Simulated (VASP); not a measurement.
Wanted: the native input for a VASP 6.6.1 run.

```
Task                   : single point
Functional             : PBEsol
Potentials or basis    : VASP PAW PBE potentials, release 64 (Al, P)
Cutoff                 : 500 eV
k mesh                 : 8 × 8 × 8
Occupations            : gaussian, width 0.02 eV
Spin                   : no spin polarisation
Dipole correction      : no
Further INCAR settings : ALGO = Normal; EDIFF = 1e-06; NBANDS = 11
```

The structure of AlP (r.bp) lies in POSCAR:

```
AlP
1.0
    0.0000000000      2.7345801007      2.7345801007
    2.7345801007      0.0000000000      2.7345801007
    2.7345801007      2.7345801007      0.0000000000
Al P
1 1
Direct
    0.0000000000      0.0000000000      0.0000000000
    0.2500000000      0.2500000000      0.2500000000
```

These files were run (other wordings do the same):

INCAR

```
PREC     = Accurate       # precision mode
ENCUT    = 500            # plane-wave cutoff, eV
EDIFF    = 1E-6           # SCF threshold, eV
ISMEAR   = 0              # smearing method
SIGMA    = 0.02           # smearing width, eV
LREAL    = False          # projectors in reciprocal space
LASPH    = True           # aspherical terms in the spheres
NELM     = 120            # most SCF steps
ALGO     = Normal         # electronic algorithm
ISIF     = 2              # what is computed and relaxed
LWAVE    = False          # write WAVECAR
LCHARG   = True           # write CHGCAR
GGA      = PS             # functional
LELF     = True           # ELF
LVHAR    = True         
NBANDS   = 11             # bands
GGA_COMPAT= False
```

KPOINTS

```
Automatic mesh
0
Gamma
  8 8 8
```

Potentials or basis: VASP PAW PBE potentials, release 64 (Al, P).

Launch:

```bash
$ cat potpaw_PBE.64/Al/POTCAR potpaw_PBE.64/P/POTCAR > POTCAR
$ mpirun -np 1 vasp_std > vasp.out
```

It gave:

- Pressure: 0.1 GPa
- Band gap on the k mesh: 1.45 eV, indirect (least direct gap 3.16 eV)

Caveat: the PAW data sets were made with another functional, which shifts forces and pressure a little.

It took 5.1 s on 1 thread of Intel(R) Xeon(R) 6975P-C (Granite Rapids), with other jobs on the host, peak memory 0.15 GiB.
